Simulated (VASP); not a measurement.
# C (Pm-3m) in VASP: single point with LDA

Aim: the single point of C with LDA.

Program: VASP 6.6.1. These are calculated values, not measurements. Logs are shortened: lines on timing, memory, paths and dates and some standing lists are left out, and cuts for length are marked.

### Step 1. The cell of the first run

Symmetry: Pm-3m, No. 221, cubic system. Conventional cell: a = 4.102 Å, b = 4.102 Å, c = 4.102 Å, α = 90.00°, β = 90.00°, γ = 90.00°. C (site symmetry m-3m) has 6 C at 4.10 Å within 5.4 Å.

### Step 2. Single point, LDA

File INCAR:

```
PREC     = Accurate       # precision mode
ENCUT    = 520            # plane-wave cutoff, eV
EDIFF    = 1E-7           # SCF threshold, eV
ISMEAR   = -1             # smearing method
SIGMA    = 0.15           # smearing width, eV
LREAL    = False          # projectors in reciprocal space
LASPH    = True           # aspherical terms in the spheres
NELM     = 80             # most SCF steps
ALGO     = Normal         # electronic algorithm
ISIF     = 2              # what is computed and relaxed
LWAVE    = False          # write WAVECAR
LCHARG   = False          # write CHGCAR
GGA      = CA             # functional
NBANDS   = 8              # bands
```

File KPOINTS:

```
Automatic mesh
0
Gamma
  6 6 6
```

File POSCAR:

```
C
1.0
    4.1024500000      0.0000000000      0.0000000000
    0.0000000000      4.1024500000      0.0000000000
    0.0000000000      0.0000000000      4.1024500000
C
1
Direct
    0.0000000000      0.0000000000      0.0000000000
```

Potentials or basis: VASP PAW LDA potentials, release 64 (C).

On the command line:

```
cat potpaw_LDA.64/C/POTCAR > POTCAR
mpirun -np 1 vasp_std > vasp.out
```

OUTCAR:

```text
PREC = Accurate
   ENCUT = 520
   EDIFF = 1E-7
   ISMEAR = -1
   LREAL = False
   LASPH = True
   NELM = 80
   ISIF = 2
   GGA = CA

 ion  position               nearest neighbor table
   1  0.000  0.000  0.000-

  LATTYP: Found a simple cubic cell.
 ALAT       =     4.1024500000

  Lattice vectors:

 A1 = (   4.1024500000,   0.0000000000,   0.0000000000)
 A2 = (   0.0000000000,   4.1024500000,   0.0000000000)
 A3 = (   0.0000000000,   0.0000000000,   4.1024500000)

Analysis of symmetry for initial positions (statically):
=====================================================================
 Subroutine PRICEL returns:
 Original cell was already a primitive cell.

 Routine SETGRP: Setting up the symmetry group for a
 simple cubic supercell.

 Subroutine GETGRP returns: Found 48 space group operations
 (whereof 48 operations were pure point group operations)
 out of a pool of 48 trial point group operations.

The static configuration has the point symmetry O_h .

Analysis of symmetry for dynamics (positions and initial velocities):
=====================================================================
 Subroutine PRICEL returns:
 Original cell was already a primitive cell.

 Routine SETGRP: Setting up the symmetry group for a
 simple cubic supercell.

 Subroutine GETGRP returns: Found 48 space group operations
 (whereof 48 operations were pure point group operations)
 out of a pool of 48 trial point group operations.

The dynamic configuration has the point symmetry O_h .

 Subroutine INISYM returns: Found 48 space group operations
 (whereof 48 operations are pure point group operations),
 and found     1 'primitive' translations

----------------------------------------------------------------------------------------

                                     Primitive cell

  volume of cell :      69.0446

  direct lattice vectors                    reciprocal lattice vectors
     4.102450000  0.000000000  0.000000000     0.243756779  0.000000000  0.000000000
     0.000000000  4.102450000  0.000000000     0.000000000  0.243756779  0.000000000
     0.000000000  0.000000000  4.102450000     0.000000000  0.000000000  0.243756779

  length of vectors
     4.102450000  4.102450000  4.102450000     0.243756779  0.243756779  0.243756779

  position of ions in fractional coordinates (direct lattice)
     0.000000000  0.000000000  0.000000000

  ion indices of the primitive-cell ions
   primitive index   ion index
                 1           1

----------------------------------------------------------------------------------------

 KPOINTS: Automatic mesh

Automatic generation of k-mesh.
 Grid dimensions read from file:
 generate k-points for:    6    6    6

 Generating k-lattice:

  Cartesian coordinates                     Fractional coordinates (reciprocal lattice)
     0.040626130  0.000000000  0.000000000     0.166666667  0.000000000  0.000000000
     0.000000000  0.040626130  0.000000000     0.000000000  0.166666667  0.000000000
     0.000000000  0.000000000  0.040626130     0.000000000  0.000000000  0.166666667

  Length of vectors
     0.040626130  0.040626130  0.040626130

  Shift w.r.t. Gamma in fractional coordinates (k-lattice)
     0.000000000  0.000000000  0.000000000

 Subroutine IBZKPT returns following result:
 ===========================================

 Found     20 irreducible k-points:

 Following reciprocal coordinates:
            Coordinates               Weight
  0.000000  0.000000  0.000000      1.000000
  0.166667  0.000000  0.000000      6.000000
  0.333333  0.000000  0.000000      6.000000
  0.500000  0.000000  0.000000      3.000000
  0.166667  0.166667  0.000000     12.000000
  0.333333  0.166667  0.000000     24.000000
[... 12 lines left out ...]
  0.500000  0.500000  0.333333      6.000000
  0.500000  0.500000  0.500000      1.000000
   k-points           NKPTS =     20   k-points in BZ     NKDIM =     20   number of bands    NBANDS=      8
   number of dos      NEDOS =    301   number of ions     NIONS =      1
   total plane-waves  NPLWV =  32768
   dimension x,y,z NGX =    32 NGY =   32 NGZ =   32
   dimension x,y,z NGXF=    64 NGYF=   64 NGZF=   64
   ions per type =               1
   NGX,Y,Z   is equivalent  to a cutoff of  12.97, 12.97, 12.97 a.u.
   NGXF,Y,Z  is equivalent  to a cutoff of  25.94, 25.94, 25.94 a.u.
 SYSTEM =  unknown system
   PREC   = accura    normal or accurate (medium, high low for compatibility)
   ISTART =      0    job   : 0-new  1-cont  2-samecut
   ICHARG =      2    charge: 1-file 2-atom 10-const
   ISPIN  =      1    spin polarized calculation?
   LNONCOLLINEAR =      F non collinear calculations
   LSORBIT =      F    spin-orbit coupling
   LASPH  =      T    aspherical Exc in radial PAW
   ENCUT  =  520.0 eV  38.22 Ry    6.18 a.u.   7.63  7.63  7.63*2*pi/ulx,y,z
   NELM   =     80;   NELMIN=  2; NELMDL= -5     # of ELM steps
   EDIFF  = 0.1E-06   stopping-criterion for ELM
   LREAL  =      F    real-space projection
   EDIFFG = 0.1E-05   stopping-criterion for IOM
   NSW    =      0    number of steps for IOM
   IBRION =     -1    ionic relax: 0-MD 1-quasi-New 2-CG
   NFREE  =      0    steps in history (QN), initial steepest desc. (CG)
   ISIF   =      2    stress and relaxation
   ISYM   =      2    0-nonsym 1-usesym 2-fastsym
   POTIM  = 0.5000    time-step for ionic-motion
   TEBEG  =    0.0;   TEEND  =   0.0 temperature during run
   PSTRESS=    0.0 pullay stress
   NELECT =       4.0000    total number of electrons
   NUPDOWN=      -1.0000    fix difference up-down
   EMIN   =  10.00;   EMAX   =-10.00  energy-range for DOS
   EFERMI =   0.00;   METHOD = LEGACY
   ISMEAR =    -1;   SIGMA  =   0.15  broadening in eV -4-tet -1-fermi 0-gaus
   EFERMI_NEDOS =   21; number of points for ismear=-14 and -15
   IALGO  =     38    algorithm
   IMIX   =      4    mixing-type and parameters
     AMIX     =   0.40;   BMIX     =  1.00
     AMIX_MAG =   1.60;   BMIX_MAG =  1.00
  volume/ion in A,a.u.               =      69.04       465.94
  Fermi-wavevector in a.u.,A,eV,Ry     =   0.633459  1.197063  5.459606  0.401270
  Thomas-Fermi vector in A             =   1.697122
   LORBIT       =      0    0 simple, 1 ext, 2 COOP (PROOUT), +10 PAW based schemes
   GGA     = CA    functional components
   LHFCALC =     F    Hartree Fock is set to
   AEXX    =    0.0000 exact exchange contribution
   IVDW    =     0    specifies the selected vdW correction
   LEPSILON=     F    determine dielectric tensor
   LRPA    =     F    only Hartree local field effects (RPA)
 non-spin polarized calculation
  energy-cutoff  :      520.00
  volume of cell :       69.04
 maximum number of plane-waves:      1881
 NGX is ok and might be reduce to    32
   NGX = 15   NGY = 15   NGZ = 15

 number of electron       4.0000000 magnetization

 Free energy of the ion-electron system (eV)
  ---------------------------------------------------
  ext. energy  EPLUGINS =         0.00000000
  ---------------------------------------------------
  free energy    TOTEN  =        -0.89079476 eV

  energy without entropy =       -0.51122699  energy(sigma->0) =       -0.70101088

 E-fermi :  -4.4705     XC(G=0):  -4.5785

 val. band max:       -4.4774680365   @ k =   0.5000   0.5000   0.5000
 cond. band min:      -4.4696140265   @ k =   0.5000   0.3333   0.0000
 fundamental gap:      0.0078540101
 Fermi energy:        -4.4704813641

 k-point     1 :       0.0000    0.0000    0.0000
  band No.  band energies     occupation
      1     -12.7116      2.00000
      2      -3.9861      0.07616
      3      -3.9861      0.07616
      4      -3.9861      0.07616
      5       0.2686      0.00000
      6       5.8319      0.00000
      7       5.8319      0.00000
      8       8.8284      0.00000

 k-point     2 :       0.1667    0.0000    0.0000
  band No.  band energies     occupation
      1     -12.6795      2.00000
      2      -4.2300      0.33503
      3      -3.9667      0.06722
      4      -3.9667      0.06722
      5       0.6155      0.00000
      6       5.3146      0.00000
      7       6.0506      0.00000
      8       8.7442      0.00000

 k-point     3 :       0.3333    0.0000    0.0000
  band No.  band energies     occupation
      1     -12.6132      2.00000
      2      -4.6595      1.55812
      3      -3.9272      0.05207
      4      -3.9272      0.05207
      5       1.4747      0.00000
      6       4.0334      0.00000
      7       6.6543      0.00000
      8       8.5245      0.00000

 k-point     4 :       0.5000    0.0000    0.0000
  band No.  band energies     occupation
      1     -12.5789      2.00000
      2      -4.8538      1.85587
      3      -3.9071      0.04570
      4      -3.9071      0.04570
      5       2.5631      0.00000
      6       2.7445      0.00000
      7       7.1776      0.00000
      8       8.3935      0.00000

 k-point     5 :       0.1667    0.1667    0.0000
  band No.  band energies     occupation
      1     -12.6481      2.00000
      2      -4.2371      0.34849
      3      -4.1609      0.22533
      4      -3.9478      0.05952
      5       0.9300      0.00000
      6       5.4139      0.00000
      7       5.6634      0.00000
      8       7.9808      0.00000
[... 133 lines left out ...]
 k-point    18 :       0.5000    0.3333    0.3333
  band No.  band energies     occupation
      1     -12.4099      2.00000
      2      -4.5648      1.30438
      3      -4.3842      0.72007
      4      -4.3434      0.60000
      5       3.2960      0.00000
      6       4.4222      0.00000
      7       4.9078      0.00000
      8       7.0151      0.00000

 k-point    19 :       0.5000    0.5000    0.3333
  band No.  band energies     occupation
      1     -12.3818      2.00000
      2      -4.5192      1.16086
      3      -4.5192      1.16086
      4      -4.3272      0.55581
      5       3.6653      0.00000
      6       4.5390      0.00000
      7       4.5390      0.00000
      8       6.8836      0.00000

 k-point    20 :       0.5000    0.5000    0.5000
  band No.  band energies     occupation
      1     -12.3544      2.00000
      2      -4.4775      1.02328
      3      -4.4775      1.02328
      4      -4.4775      1.02328
      5       4.4183      0.00000
      6       4.4183      0.00000
      7       4.4183      0.00000
      8       5.6371      0.00000

------------------------ aborting loop because EDIFF is reached ----------------------------------------

  FORCE on cell =-STRESS in cart. coord.  units (eV):
  Direction    XX          YY          ZZ          XY          YZ          ZX
  --------------------------------------------------------------------------------------
  -------------------------------------------------------------------------------------
  Total       -0.8760900     -0.8760900     -0.8760900      0.0000000     -0.0000000      0.0000000
  in kB      -20.3296269    -20.3296269    -20.3296269      0.0000000     -0.0000000      0.0000000
  external PRESSURE =     -20.3296269 kB  Pullay stress =       0.0000000 kB

 VOLUME and BASIS-vectors are now :
 -----------------------------------------------------------------------------
  energy-cutoff  :      520.00
  volume of cell :       69.04
      direct lattice vectors                 reciprocal lattice vectors
     4.102450000  0.000000000  0.000000000     0.243756779  0.000000000  0.000000000
     0.000000000  4.102450000  0.000000000     0.000000000  0.243756779  0.000000000
     0.000000000  0.000000000  4.102450000     0.000000000  0.000000000  0.243756779

 POSITION                                       TOTAL-FORCE (eV/Angst)
 -----------------------------------------------------------------------------------
      0.00000      0.00000      0.00000         0.000000      0.000000      0.000000
 -----------------------------------------------------------------------------------
    total drift:                                0.000000      0.000000      0.000000

  FREE ENERGIE OF THE ION-ELECTRON SYSTEM (eV)
  ---------------------------------------------------
  free  energy   TOTEN  =        -0.8907947633 eV

  energy  without entropy=       -0.5112269891  energy(sigma->0) =       -0.70101088
```

Run time: 10 s. Hardware: 1 thread of AMD EPYC 7R13, shared host; peak memory 0.11 GiB.

What came out:

| Item | Value |
| --- | --- |
| Free energy | -0.8908 eV |
| Pressure | -2.0 GPa |
| Band gap on the k mesh | zero (band 2 reaches -3.99 eV, above the bottom of band 3 at -4.64 eV) |

Levels at points of the mesh, in eV from the Fermi level:
```csv
k point,band 1,band 2,band 3,band 4,band 5,band 6
"(0.00, 0.00, 0.00)",-8.24,0.48,0.48,0.48,4.74,10.30
"(0.50, 0.00, 0.00)",-8.11,-0.38,0.56,0.56,7.03,7.21
"(0.50, 0.50, 0.00)",-7.99,-0.17,-0.17,0.63,7.21,9.29
"(0.50, 0.50, 0.50)",-7.88,-0.01,-0.01,-0.01,8.89,8.89
```
